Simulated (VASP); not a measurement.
A run of VASP 6.6.1 is set up as follows.

File INCAR:

```
SYSTEM = Yb
ALGO     = Normal         ! electronic algorithm
EDIFF    = 1E-7           ! SCF threshold, eV
ENCUT    = 520            ! plane-wave cutoff, eV
GGA      = PE             ! functional
ISIF     = 2              ! what is computed and relaxed
ISMEAR   = -1             ! smearing method
LASPH    = .True.         ! aspherical terms in the spheres
LCHARG   = .True.         ! write CHGCAR
LELF     = .True.         ! ELF
LREAL    = .False.        ! projectors in reciprocal space
LVHAR    = .True.       
LWAVE    = .False.        ! write WAVECAR
NBANDS   = 18             ! bands
NELM     = 80             ! most SCF steps
PREC     = Accurate       ! precision mode
SIGMA    = 0.08           ! smearing width, eV
```

KPOINTS

```
k-points
0
Gamma
  14 14 14
  0 0 0
```

The input POSCAR:

```
Yb
1.0
   -1.6822659052      1.6822659052      1.6822659052
    1.6822659052     -1.6822659052      1.6822659052
    1.6822659052      1.6822659052     -1.6822659052
Yb
1
Direct
    0.0000000000      0.0000000000      0.0000000000
```

Potentials or basis: VASP PAW PBE potentials, release 64 (Yb).

The run is started by

```sh
$ cat potpaw_PBE.64/Yb/POTCAR > POTCAR
$ mpirun -np 1 vasp_std > vasp.out
```

Estimate the pressure.

37.3 GPa.

Predict the band gap on the k mesh.

zero (band 12 reaches 4.85 eV, above the bottom of band 13 at 3.51 eV).

Caveat: spin-orbit coupling is left out, which moves the levels of the heavy elements. Spin polarisation is off, so any magnetic state and its effect on volume and gap are missing.
